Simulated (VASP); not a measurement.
The system is SnTe3.

```
CELL_PARAMETERS angstrom
0.00000 3.91203 3.91203
3.91203 0.00000 3.91203
3.91203 3.91203 0.00000
ATOMIC_POSITIONS crystal
Te 0.50000 0.50000 0.50000
Te 0.75000 0.75000 0.75000
Te 0.25000 0.25000 0.25000
Sn 0.00000 0.00000 0.00000
```

Base run:

- Program: VASP 6.6.1
- Functional: r2SCAN
- Potentials or basis: VASP PAW PBE potentials, release 64 (Te, Sn_d)
- Cutoff: 520 eV
- k mesh: 6 × 6 × 6
- Occupations: fermi-dirac, width 0.05 eV
- Spin: no spin polarisation

Its results: band gap on the k mesh zero (band 16 reaches 7.51 eV, above the bottom of band 17 at 5.29 eV); pressure -1.8 GPa.

Problem. The run is repeated on the same cell with these changes: functional from r2SCAN to LDA; potentials or basis from VASP PAW PBE potentials, release 64 (Te, Sn_d) to VASP PAW LDA potentials, release 64 (Te, Sn_d). What comes out?

Solution. Band gap on the k mesh zero (band 16 reaches 7.41 eV, above the bottom of band 17 at 5.31 eV); pressure -5.3 GPa.

Caveats: spin-orbit coupling is left out, which moves the levels of the heavy elements; the PAW data sets were made with another functional, which shifts forces and pressure a little (some runs).
